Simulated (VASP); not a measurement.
## Zn5O: single point with PBE

The system is Zn5O.

```
CELL_PARAMETERS angstrom
0.00000 3.54802 3.54802
3.54802 0.00000 3.54802
3.54802 3.54802 0.00000
ATOMIC_POSITIONS crystal
Zn 0.75000 0.75000 0.75000
Zn 0.37498 0.37498 0.87507
Zn 0.37498 0.87507 0.37498
Zn 0.37498 0.37498 0.37498
Zn 0.87507 0.37498 0.37498
O 0.00000 0.00000 0.00000
```

The cell was generated, and may not be a known phase.

- Program: VASP 6.6.1
- Task: single point
- Functional: PBE
- Potentials or basis: VASP PAW PBE potentials, release 64 (Zn, O)
- Cutoff: 520 eV
- k mesh: 10 × 10 × 10
- Occupations: gaussian, width 0.1 eV
- Spin: collinear spin, ferromagnetic start
- Starting moments: [0.0, 0.0, 0.0, 0.0, 0.0, 0.81] μB

```
Pressure                                              : 0.3 GPa
Band gap on the k mesh                                : zero (filled and empty bands overlap)
Net moment                                            : -0.02 μB per cell
Valence electrons inside the program's atomic spheres : Zn 10.61, 10.80 (each value once); O 4.74
```

Levels at points of the mesh, in eV from the Fermi level:
Spin up:
```csv
k point,band 30,band 31,band 32,band 33,band 34,band 35,band 36,band 37
"(0.00, 0.00, 0.00)",-2.25,-2.25,0.00,0.00,0.00,0.89,1.88,1.88
"(0.50, 0.00, 0.00)",-2.50,-2.50,-0.63,-0.55,-0.55,2.01,2.01,2.64
"(0.50, 0.50, 0.00)",-3.62,-3.27,-0.60,0.17,0.17,0.55,5.54,6.33
```
Spin down:
| k point | band 30 | band 31 | band 32 | band 33 | band 34 | band 35 | band 36 | band 37 |
| --- | --- | --- | --- | --- | --- | --- | --- | --- |
| (0.00, 0.00, 0.00) | -2.26 | -2.26 | -0.01 | -0.01 | -0.01 | 0.88 | 1.87 | 1.87 |
| (0.50, 0.00, 0.00) | -2.52 | -2.51 | -0.65 | -0.55 | -0.55 | 2.01 | 2.01 | 2.64 |
| (0.50, 0.50, 0.00) | -3.63 | -3.27 | -0.62 | 0.15 | 0.15 | 0.55 | 5.54 | 6.33 |

Wall time 5 min on 1 thread of AMD EPYC 9R45 96-Core Processor (Zen 5), on a shared host, peak memory 0.42 GiB.

Caveat: semilocal functionals underestimate gaps, and a narrow one can read as zero.
